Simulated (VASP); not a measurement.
# MgH2 (P-3m1) in VASP: notebook

The runs below take MgH2 through single point, relaxation of cell and atoms, with PBE.

All numbers are computed with VASP 6.6.1; they aren't measurements. Logs are shortened: lines on timing, memory, paths and dates and some standing lists are left out, and cuts for length are marked.

**1. The cell of the first run**

Symmetry: P-3m1, No. 164, trigonal system. Conventional cell: a = 3.019 Å, b = 3.019 Å, c = 5.233 Å, α = 90.00°, β = 90.00°, γ = 120.00°. Within 2.6 Å of Mg (site symmetry -3m) lie 6 H at 1.98 Å. H (site symmetry 3m) has 3 Mg at 1.98 Å and 3 H at 2.55 Å within 2.6 Å.

**2. Single point, PBE**

INCAR

```
PREC = Accurate
ENCUT = 520
EDIFF = 1E-6
ISMEAR = 0
SIGMA = 0.02
LREAL = False
LASPH = True
NELM = 100
ALGO = Normal
ISIF = 2
LWAVE = False
LCHARG = False
GGA = PE
NBANDS = 9
```

KPOINTS

```
Automatic mesh
0
Gamma
  12 12 6
```

POSCAR

```
MgH2
1.0
    3.0187987239      0.0000000000      0.0000000000
   -1.5093993620      2.6143563838      0.0000000000
    0.0000000000      0.0000000000      5.2333104103
Mg H
1 2
Direct
    0.0000000000      0.0000000000      0.0000000000
    0.6666666667      0.3333333333      0.8219678414
    0.3333333333      0.6666666667      0.1780321586
```

Potentials or basis: VASP PAW PBE potentials, release 64 (Mg, H).

Command:

```console
$ cat potpaw_PBE.64/Mg/POTCAR potpaw_PBE.64/H/POTCAR > POTCAR
$ mpirun -np 1 vasp_std > vasp.out
```

OUTCAR:

```text
PREC = Accurate
   ENCUT = 520
   EDIFF = 1E-6
   ISMEAR = 0
   LREAL = False
   LASPH = True
   NELM = 100
   ISIF = 2
   GGA = PE

 ion  position               nearest neighbor table
   1  0.000  0.000  0.000-   2 1.98   3 1.98   2 1.98   3 1.98   2 1.98   3 1.98
   2  0.667  0.333  0.822-   1 1.98   1 1.98   1 1.98
   3  0.333  0.667  0.178-   1 1.98   1 1.98   1 1.98

  LATTYP: Found a hexagonal cell.
 ALAT       =     3.0187987239
 C/A-ratio  =     1.7335738116

  Lattice vectors:

 A1 = (   3.0187987239,   0.0000000000,   0.0000000000)
 A2 = (  -1.5093993620,   2.6143563838,   0.0000000000)
 A3 = (   0.0000000000,   0.0000000000,   5.2333104103)

Analysis of symmetry for initial positions (statically):
=====================================================================
 Subroutine PRICEL returns:
 Original cell was already a primitive cell.

 Routine SETGRP: Setting up the symmetry group for a
 hexagonal supercell.

 Subroutine GETGRP returns: Found 12 space group operations
 (whereof 12 operations were pure point group operations)
 out of a pool of 24 trial point group operations.

The static configuration has the point symmetry D_3d.

Analysis of symmetry for dynamics (positions and initial velocities):
=====================================================================
 Subroutine PRICEL returns:
 Original cell was already a primitive cell.

 Routine SETGRP: Setting up the symmetry group for a
 hexagonal supercell.

 Subroutine GETGRP returns: Found 12 space group operations
 (whereof 12 operations were pure point group operations)
 out of a pool of 24 trial point group operations.

The dynamic configuration has the point symmetry D_3d.

 Subroutine INISYM returns: Found 12 space group operations
 (whereof 12 operations are pure point group operations),
 and found     1 'primitive' translations

----------------------------------------------------------------------------------------

                                     Primitive cell

  volume of cell :      41.3024

  direct lattice vectors                    reciprocal lattice vectors
     3.018798724  0.000000000  0.000000000     0.331257593  0.191251661  0.000000000
    -1.509399362  2.614356384  0.000000000     0.000000000  0.382503321  0.000000000
     0.000000000  0.000000000  5.233310410     0.000000000  0.000000000  0.191083640

  length of vectors
     3.018798724  3.018798724  5.233310410     0.382503321  0.382503321  0.191083640

  position of ions in fractional coordinates (direct lattice)
     0.000000000  0.000000000  0.000000000
     0.666666667  0.333333333  0.821967841
     0.333333333  0.666666667  0.178032159

  ion indices of the primitive-cell ions
   primitive index   ion index
                 1           1
                 2           2
                 3           3

----------------------------------------------------------------------------------------

 KPOINTS: Automatic mesh

Automatic generation of k-mesh.
 Grid dimensions read from file:
 generate k-points for:   12   12    6

 Generating k-lattice:

  Cartesian coordinates                     Fractional coordinates (reciprocal lattice)
     0.027604799  0.015937638  0.000000000     0.083333333 -0.000000000  0.000000000
     0.000000000  0.031875277  0.000000000     0.000000000  0.083333333  0.000000000
     0.000000000  0.000000000  0.031847273     0.000000000  0.000000000  0.166666667

  Length of vectors
     0.031875277  0.031875277  0.031847273

  Shift w.r.t. Gamma in fractional coordinates (k-lattice)
     0.000000000  0.000000000  0.000000000

 Subroutine IBZKPT returns following result:
 ===========================================

 Found    100 irreducible k-points:

 Following reciprocal coordinates:
            Coordinates               Weight
  0.000000  0.000000  0.000000      1.000000
  0.083333  0.000000  0.000000      6.000000
  0.166667  0.000000  0.000000      6.000000
  0.250000  0.000000  0.000000      6.000000
  0.333333  0.000000  0.000000      6.000000
  0.416667 -0.000000  0.000000      6.000000
[... 16 lines left out ...]
  0.166667  0.000000  0.166667      6.000000
  0.000000  0.166667  0.166667      6.000000
 [... further k-points ...]
   k-points           NKPTS =    100   k-points in BZ     NKDIM =    100   number of bands    NBANDS=      9
   number of dos      NEDOS =    301   number of ions     NIONS =      3
   total plane-waves  NPLWV =  23040
   dimension x,y,z NGX =    24 NGY =   24 NGZ =   40
   dimension x,y,z NGXF=    48 NGYF=   48 NGZF=   80
   ions per type =               1   2
   NGX,Y,Z   is equivalent  to a cutoff of  13.22, 13.22, 12.71 a.u.
   NGXF,Y,Z  is equivalent  to a cutoff of  26.43, 26.43, 25.41 a.u.
 SYSTEM =  unknown system
   PREC   = accura    normal or accurate (medium, high low for compatibility)
   ISTART =      0    job   : 0-new  1-cont  2-samecut
   ICHARG =      2    charge: 1-file 2-atom 10-const
   ISPIN  =      1    spin polarized calculation?
   LNONCOLLINEAR =      F non collinear calculations
   LSORBIT =      F    spin-orbit coupling
   LASPH  =      T    aspherical Exc in radial PAW
   ENCUT  =  520.0 eV  38.22 Ry    6.18 a.u.   5.61  5.61  9.73*2*pi/ulx,y,z
   NELM   =    100;   NELMIN=  2; NELMDL= -5     # of ELM steps
   EDIFF  = 0.1E-05   stopping-criterion for ELM
   LREAL  =      F    real-space projection
   EDIFFG = 0.1E-04   stopping-criterion for IOM
   NSW    =      0    number of steps for IOM
   IBRION =     -1    ionic relax: 0-MD 1-quasi-New 2-CG
   NFREE  =      0    steps in history (QN), initial steepest desc. (CG)
   ISIF   =      2    stress and relaxation
   ISYM   =      2    0-nonsym 1-usesym 2-fastsym
   POTIM  = 0.5000    time-step for ionic-motion
   TEBEG  =    0.0;   TEEND  =   0.0 temperature during run
   PSTRESS=    0.0 pullay stress
   NELECT =       4.0000    total number of electrons
   NUPDOWN=      -1.0000    fix difference up-down
   EMIN   =  10.00;   EMAX   =-10.00  energy-range for DOS
   EFERMI =   0.00;   METHOD = LEGACY
   ISMEAR =     0;   SIGMA  =   0.02  broadening in eV -4-tet -1-fermi 0-gaus
   EFERMI_NEDOS =   21; number of points for ismear=-14 and -15
   IALGO  =     38    algorithm
   IMIX   =      4    mixing-type and parameters
     AMIX     =   0.40;   BMIX     =  1.00
     AMIX_MAG =   1.60;   BMIX_MAG =  1.00
  volume/ion in A,a.u.               =      13.77        92.91
  Fermi-wavevector in a.u.,A,eV,Ry     =   0.751801  1.420698  7.690081  0.565205
  Thomas-Fermi vector in A             =   1.848866
   LORBIT       =      0    0 simple, 1 ext, 2 COOP (PROOUT), +10 PAW based schemes
   GGA     = PE    functional components
   LHFCALC =     F    Hartree Fock is set to
   AEXX    =    0.0000 exact exchange contribution
   IVDW    =     0    specifies the selected vdW correction
   LEPSILON=     F    determine dielectric tensor
   LRPA    =     F    only Hartree local field effects (RPA)
 non-spin polarized calculation
 Gauss-broadening in eV      SIGMA  =   0.02
  energy-cutoff  :      520.00
  volume of cell :       41.30
 maximum number of plane-waves:      1136
 NGX is ok and might be reduce to    24
   NGX = 11   NGY = 11   NGZ = 19

 number of electron       4.0000000 magnetization

 Free energy of the ion-electron system (eV)
  ---------------------------------------------------
  ext. energy  EPLUGINS =         0.00000000
  ---------------------------------------------------
  free energy    TOTEN  =        -8.65326882 eV

  energy without entropy =       -8.65326882  energy(sigma->0) =       -8.65326882

 E-fermi :  -2.2364     XC(G=0):  -6.9572

 val. band max:       -2.3434303437   @ k =   0.2500   0.1667   0.0000
 cond. band min:       2.2318692535   @ k =   0.4167  -0.0000   0.3333
 fundamental gap:      4.5752995973
 Fermi energy:        -2.2363758196

 k-point     1 :       0.0000    0.0000    0.0000
  band No.  band energies     occupation
      1      -7.9879      2.00000
      2      -3.3663      2.00000
      3       2.8829      0.00000
      4      10.0898      0.00000
      5      11.9920      0.00000
      6      12.7848      0.00000
      7      12.7848      0.00000
      8      15.1466      0.00000
      9      15.1467      0.00000

 k-point     2 :       0.0833    0.0000    0.0000
  band No.  band energies     occupation
      1      -7.8512      2.00000
      2      -3.2759      2.00000
      3       3.0301      0.00000
      4       8.8969      0.00000
      5      11.2833      0.00000
      6      12.2138      0.00000
      7      13.1618      0.00000
      8      14.8244      0.00000
      9      15.8664      0.00000

 k-point     3 :       0.1667    0.0000    0.0000
  band No.  band energies     occupation
      1      -7.4466      2.00000
      2      -3.0233      2.00000
      3       3.4652      0.00000
      4       6.9045      0.00000
      5       9.7491      0.00000
      6      11.3053      0.00000
      7      12.9293      0.00000
      8      14.7530      0.00000
      9      16.2887      0.00000

 k-point     4 :       0.2500    0.0000    0.0000
  band No.  band energies     occupation
      1      -6.7919      2.00000
      2      -2.6810      2.00000
      3       4.1080      0.00000
      4       5.0690      0.00000
      5       8.0783      0.00000
      6      10.5225      0.00000
      7      12.0280      0.00000
      8      13.5861      0.00000
      9      15.6126      0.00000
[... 205 lines left out ...]
 k-point    22 :       0.0000    0.0833    0.1667
  band No.  band energies     occupation
      1      -7.8116      2.00000
      2      -3.4618      2.00000
      3       3.5211      0.00000
      4       8.7934      0.00000
      5      11.0560      0.00000
      6      12.2340      0.00000
      7      13.3186      0.00000
      8      13.5582      0.00000
      9      15.9290      0.00000

 k-point    23 :       0.1667    0.0000    0.1667
  band No.  band energies     occupation
      1      -7.4077      2.00000
      2      -3.1930      2.00000
      3       3.8505      0.00000
      4       7.0490      0.00000
      5       9.8493      0.00000
      6      11.3412      0.00000
      7      11.8462      0.00000
      8      14.3577      0.00000
      9      15.7994      0.00000

 k-point    24 :       0.0000    0.1667    0.1667
  band No.  band energies     occupation
      1      -7.4076      2.00000
      2      -3.1946      2.00000
      3       3.9131      0.00000
      4       6.9136      0.00000
      5       9.5436      0.00000
      6      11.3323      0.00000
      7      13.0649      0.00000
      8      13.9919      0.00000
      9      15.0650      0.00000

 [... further k-points ...]

------------------------ aborting loop because EDIFF is reached ----------------------------------------

  FORCE on cell =-STRESS in cart. coord.  units (eV):
  Direction    XX          YY          ZZ          XY          YZ          ZX
  --------------------------------------------------------------------------------------
  -------------------------------------------------------------------------------------
  Total       -0.0602185     -0.0602185     -0.0181399      0.0000000     -0.0000000     -0.0000000
  in kB       -2.3359600     -2.3359600     -0.7036703      0.0000000     -0.0000000     -0.0000000
  external PRESSURE =      -1.7918634 kB  Pullay stress =       0.0000000 kB

 VOLUME and BASIS-vectors are now :
 -----------------------------------------------------------------------------
  energy-cutoff  :      520.00
  volume of cell :       41.30
      direct lattice vectors                 reciprocal lattice vectors
     3.018798724  0.000000000  0.000000000     0.331257593  0.191251661  0.000000000
    -1.509399362  2.614356384  0.000000000     0.000000000  0.382503321  0.000000000
     0.000000000  0.000000000  5.233310410     0.000000000  0.000000000  0.191083640

 POSITION                                       TOTAL-FORCE (eV/Angst)
 -----------------------------------------------------------------------------------
      0.00000      0.00000      0.00000        -0.000000      0.000000      0.000000
      1.50940      0.87145      4.30161        -0.000000      0.000000      0.002525
     -0.00000      1.74290      0.93170         0.000000      0.000000     -0.002525
 -----------------------------------------------------------------------------------
    total drift:                                0.000000      0.000000     -0.000000

  FREE ENERGIE OF THE ION-ELECTRON SYSTEM (eV)
  ---------------------------------------------------
  free  energy   TOTEN  =        -8.6532688213 eV

  energy  without entropy=       -8.6532688213  energy(sigma->0) =       -8.65326882
```

Run time: 12 s. Hardware: 1 thread of Intel Xeon 6975P-C (Granite Rapids), shared host; peak memory 0.18 GiB.

What came out:

* Free energy: -8.6533 eV
* Pressure: -0.2 GPa
* Band gap on the k mesh: 4.58 eV, indirect (least direct gap 4.91 eV)

Forces in eV/Å, atoms in the order of the input:
```
Mg   0.000  0.000  0.000
H    0.000  0.000  0.003
H    0.000  0.000 -0.003
```

Stress tensor (GPa, compression positive):
```
-0.23  0.00  0.00
 0.00 -0.23  0.00
 0.00  0.00 -0.07
```

Levels at points of the mesh, in eV from the valence-band top:
| k point | band 1 | band 2 | band 3 | band 4 | band 5 | band 6 | band 7 |
| --- | --- | --- | --- | --- | --- | --- | --- |
| (0.00, 0.00, 0.00) | -5.64 | -1.02 | 5.23 | 12.43 | 14.34 | 15.13 | 15.13 |
| (0.50, 0.00, 0.00) | -2.00 | -0.61 | 4.94 | 6.88 | 10.24 | 10.47 | 11.82 |
| (0.00, 0.00, 0.50) | -5.47 | -1.73 | 8.24 | 9.60 | 14.29 | 14.87 | 15.21 |
| (0.50, 0.00, 0.50) | -1.90 | -0.61 | 4.63 | 5.77 | 11.33 | 11.99 | 13.21 |

A k mesh can miss the band edges.

[end of part 1 of 2]
